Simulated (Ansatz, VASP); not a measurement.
Sb: VASP beside Ansatz

```
Sb
1.0
     2.19666    1.26824    3.93600
    -2.19666    1.26824    3.93600
     0.00000   -2.53649    3.93600
Sb
2
Cartesian
  0.0000 0.0000 2.7289
  0.0000 0.0000 9.0791
```

Alike in both runs: functional revPBE; k mesh 9 × 9 × 9; occupations fermi-dirac, width 0.1 eV; no spin polarisation.

Ansatz relaxed the structure, and its values are those at the end. VASP's run is a single point on that final structure, the one shown.

|  | VASP | Ansatz |
| --- | --- | --- |
| version | VASP 6.6.1 | Ansatz 0.2.0 |
| potentials or method | VASP PAW PBE potentials, release 64 (Sb), cutoff 520 eV | plane waves (420 eV) with PAW, scalar-relativistic |
| valence electrons in the cell | 10 | 30 |

|  | VASP | Ansatz | Ansatz less VASP |
| --- | --- | --- | --- |
| pressure (GPa) | 0.0 | 0.0 | 0.00 |
| rms of the force components (eV/Å) | 0.019 | 0.001 | -0.0185 |

VASP's potentials were made for PBE, not for revPBE. VASP's potentials hold 10 valence electrons a cell and Ansatz's 30, so a difference there can come from the potentials and not from the codes.

Neither program's run includes spin-orbit coupling.
